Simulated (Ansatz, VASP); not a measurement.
## Hf3Br2 in VASP and in Ansatz

```
Hf Br
1.0
    -1.65198    1.65198   11.92095
     1.65198   -1.65198   11.92095
     1.65198    1.65198  -11.92095
Hf Br
3 2
Direct
  0.00000 0.00000 0.00000
  0.41046 0.41046 0.00000
  0.58954 0.58954 0.00000
  0.16364 0.16364 0.00000
  0.83636 0.83636 0.00000
```

Change from the starting cell: species swapped into the Nb3Au2 type (I4/mmm, No. 139).

Alike in both runs: functional PBE; k mesh 6 × 6 × 6; occupations gaussian, width 0.1 eV; no spin polarisation.

Ansatz relaxed the structure, and its values are those at the end. VASP's run is a single point on that final structure, the one shown.

```csv
,VASP,Ansatz
version,VASP 6.6.1,Ansatz 0.2.0
potentials or method,"VASP PAW PBE potentials, release 64 (Hf_pv, Br), cutoff 520 eV","scalar-relativistic, plane waves, PAW"
valence electrons in the cell,44,92
```

Ansatz gave:

| Quantity | Value |
| --- | --- |
| gap on the k mesh at the Fermi level (eV) | 0.01 |
| least direct gap on the mesh (eV) | 0.01 |
| pressure (GPa) | 0.0 |
| rms of the force components (eV/Å) | 0.001 |

Question: Estimate VASP's values.

Answer: gap on the k mesh at the Fermi level (eV): 0.01; least direct gap on the mesh (eV): 0.01; pressure (GPa): -0.3; rms of the force components (eV/Å): 0.014.

VASP's potentials hold 44 valence electrons a cell and Ansatz's 92, so a difference there can come from the potentials and not from the codes.

The k mesh is coarse, so the values compare programs but aren't converged. Neither program's run includes spin-orbit coupling.
